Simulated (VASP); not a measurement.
# LiBr (Fm-3m) in VASP: a series of runs, part 2 of 3

VASP 6.6.1. Earlier steps stand in the parts before.

## 4. Elastic constants, PBEsol

This run uses another cell than the first one, of 14.95 Å³/atom.

Contents of INCAR:

```
ALGO = Normal
EDIFF = 1E-8
ENCUT = 750
GGA = PS
GGA_COMPAT = F
IBRION = 6
ISIF = 3
ISMEAR = 0
LASPH = T
LCHARG = T
LREAL = F
LWAVE = F
NBANDS = 12
NELM = 120
NFREE = 2
NSW = 1
POTIM = 0.015
PREC = Accurate
SIGMA = 0.01
```

Contents of KPOINTS:

```
k-points
0
Gamma
  8 8 8
```

Contents of POSCAR:

```
LiBr
1.0
    0.0000000000      2.4636898997      2.4636898997
    2.4636898997      0.0000000000      2.4636898997
    2.4636898997      2.4636898997      0.0000000000
Li Br
1 1
Direct
    0.0000000000      0.0000000000      0.0000000000
    0.5000000000      0.5000000000      0.5000000000
```

Potentials or basis: VASP PAW PBE potentials, release 64 (Li_sv, Br).

Command:

```
cat potpaw_PBE.64/Li_sv/POTCAR potpaw_PBE.64/Br/POTCAR > POTCAR
mpirun -np 1 vasp_std > vasp.out
```

OUTCAR:

```text
EDIFF = 1E-8
   ENCUT = 750
   GGA = PS
   IBRION = 6
   ISIF = 3
   ISMEAR = 0
   LASPH = T
   LREAL = F
   NELM = 120
   NFREE = 2
   NSW = 1
   POTIM = 0.015
   PREC = Accurate

 ion  position               nearest neighbor table
   1  0.000  0.000  0.000-   2 2.46   2 2.46   2 2.46   2 2.46   2 2.46   2 2.46
   2  0.500  0.500  0.500-   1 2.46   1 2.46   1 2.46   1 2.46   1 2.46   1 2.46

  LATTYP: Found a face centered cubic cell.
 ALAT       =     4.9273797994

  Lattice vectors:

 A1 = (   0.0000000000,   2.4636898997,   2.4636898997)
 A2 = (   2.4636898997,   0.0000000000,   2.4636898997)
 A3 = (   2.4636898997,   2.4636898997,   0.0000000000)

Analysis of symmetry for initial positions (statically):
=====================================================================
 Subroutine PRICEL returns:
 Original cell was already a primitive cell.

 Routine SETGRP: Setting up the symmetry group for a
 face centered cubic supercell.

 Subroutine GETGRP returns: Found 48 space group operations
 (whereof 48 operations were pure point group operations)
 out of a pool of 48 trial point group operations.

The static configuration has the point symmetry O_h .

Analysis of symmetry for dynamics (positions and initial velocities):
=====================================================================
 Subroutine PRICEL returns:
 Original cell was already a primitive cell.

 Routine SETGRP: Setting up the symmetry group for a
 face centered cubic supercell.

[... 731 lines left out ...]
      9      13.5777      0.00000
     10      16.5702      0.00000
     11      16.5752      0.00000
     12      16.5752      0.00000
[... 374 lines left out ...]
  FREE ENERGIE OF THE ION-ELECTRON SYSTEM (eV)
  ---------------------------------------------------
  free  energy   TOTEN  =        -6.5791631831 eV

  energy  without entropy=       -6.5791631831  energy(sigma->0) =       -6.57916318

 INTERNAL STRAIN TENSORS FROM STRAINED CELLS
 ============================================

 INTERNAL STRAIN TENSOR FOR ION    1 for displacements in x,y,z  (eV/Angst):
          X           Y           Z          XY          YZ          ZX
  --------------------------------------------------------------------------------
  x     0.00000    -0.00000    -0.00000     0.00000     0.00000    -0.00000
  y     0.00000     0.00000     0.00000    -0.00000    -0.00000     0.00000
  z    -0.00000     0.00000    -0.00000    -0.00000     0.00000     0.00000

 INTERNAL STRAIN TENSORS FROM DISPLACED ATOMS
 ============================================

 INTERNAL STRAIN TENSOR FOR ION    1 for displacements in x,y,z  (eV/Angst):
          X           Y           Z          XY          YZ          ZX
  --------------------------------------------------------------------------------
  x     0.00000     0.00000     0.00000     0.00000     0.00000     0.00000
  y     0.00000     0.00000     0.00000     0.00000     0.00000     0.00000
  z     0.00000     0.00000     0.00000     0.00000     0.00000     0.00000

 INTERNAL STRAIN TENSOR FOR ION    2 for displacements in x,y,z  (eV/Angst):
          X           Y           Z          XY          YZ          ZX
  --------------------------------------------------------------------------------
  x     0.00000     0.00000     0.00000     0.00000     0.00000     0.00000
  y     0.00000     0.00000     0.00000     0.00000     0.00000     0.00000
  z     0.00000     0.00000     0.00000     0.00000     0.00000     0.00000

 Eigenvectors and eigenvalues of the dynamical matrix
 ----------------------------------------------------

   1 f  =   10.556150 THz    66.326250 2PiTHz  352.115279 cm-1    43.656711 meV
             X         Y         Z           dx          dy          dz
      0.000000  0.000000  0.000000     0.000000    0.958784    0.000000
      2.463690  2.463690  2.463690     0.000000   -0.284135    0.000000
[... 21 lines left out ...]
   6 f/i=    0.001520 THz     0.009552 2PiTHz    0.050710 cm-1     0.006287 meV
             X         Y         Z           dx          dy          dz
      0.000000  0.000000  0.000000     0.000000   -0.284135    0.000000
      2.463690  2.463690  2.463690     0.000000   -0.958784    0.000000

--------------------------------------------------------------------------------------------------------

 ELASTIC MODULI CONTR FROM IONIC RELAXATION (kBar)
 Direction    XX          YY          ZZ          XY          YZ          ZX
 --------------------------------------------------------------------------------
 XX           0.0000      0.0000      0.0000      0.0000      0.0000      0.0000
 YY           0.0000      0.0000      0.0000      0.0000      0.0000      0.0000
 ZZ           0.0000      0.0000      0.0000      0.0000      0.0000      0.0000
 XY           0.0000      0.0000      0.0000      0.0000      0.0000      0.0000
 YZ           0.0000      0.0000      0.0000      0.0000      0.0000      0.0000
 ZX           0.0000      0.0000      0.0000      0.0000      0.0000      0.0000
 --------------------------------------------------------------------------------

 TOTAL ELASTIC MODULI (kBar)
 Direction    XX          YY          ZZ          XY          YZ          ZX
 --------------------------------------------------------------------------------
 XX        1632.9257    268.5489    268.5489     -0.0000     -0.0000      0.0000
 YY         268.5489   1632.9257    268.5489     -0.0000      0.0000      0.0000
 ZZ         268.5489    268.5489   1632.9257     -0.0000      0.0000      0.0000
 XY          -0.0000     -0.0000     -0.0000    360.6231     -0.0000      0.0000
 YZ          -0.0000      0.0000      0.0000     -0.0000    360.6231      0.0000
 ZX           0.0000      0.0000      0.0000      0.0000      0.0000    360.6231
 --------------------------------------------------------------------------------
```

OSZICAR:

```text
N       E                     dE             d eps       ncg     rms          rms(c)
DAV:   1     0.461295405222E+02    0.46130E+02   -0.52833E+03   696   0.102E+03
DAV:   2    -0.396961204563E+01   -0.50099E+02   -0.47726E+02   860   0.159E+02
DAV:   3    -0.653588982128E+01   -0.25663E+01   -0.25561E+01   924   0.363E+01
[... 192 lines left out ...]
DAV:   4    -0.657916240301E+01    0.13927E-04   -0.79631E-05  1660   0.551E-02    0.101E-02
DAV:   5    -0.657916318789E+01   -0.78488E-06   -0.68466E-06  1608   0.184E-02    0.532E-03
DAV:   6    -0.657916320461E+01   -0.16716E-07   -0.10505E-07  1872   0.222E-03    0.343E-03
DAV:   7    -0.657916318470E+01    0.19904E-07   -0.63804E-08  1660   0.169E-03    0.472E-04
DAV:   8    -0.657916318311E+01    0.15892E-08   -0.91191E-09  1096   0.613E-04
  17 F= -.65791632E+01 E0= -.65791632E+01  d E =-.271309E-33
```

It took 4.2 min on 1 thread of Intel Xeon Platinum 8559C (Emerald Rapids), shared host; peak memory 0.29 GiB.

What came out:

```
Elastic constants C11, C12, C44                         : 163, 27, 36 GPa
Voigt bulk modulus                                      : 72 GPa
Highest phonon frequency at Γ, LO-TO splitting left out : 352 cm⁻¹
```

Phonon frequencies in cm⁻¹ (negative: imaginary):
```
              q point        frequencies
(0.000, 0.000, 0.000)  0 0 0 352 352 352
```

Elastic tensor in Voigt notation (GPa, in the Cartesian axes of the cell as first typed):
```
163  27  27   0   0   0
 27 163  27   0   0   0
 27  27 163   0   0   0
  0   0   0  36   0   0
  0   0   0   0  36   0
  0   0   0   0   0  36
```

Clamped-ion elastic tensor (GPa):
```
163  27  27   0   0   0
 27 163  27   0   0   0
 27  27 163   0   0   0
  0   0   0  36   0   0
  0   0   0   0  36   0
  0   0   0   0   0  36
```

Caveat: the cell is under stress, which shifts elastic constants; the PAW data sets were made with another functional, which shifts forces and pressure a little.

(Part 2 of 3 ends here.)
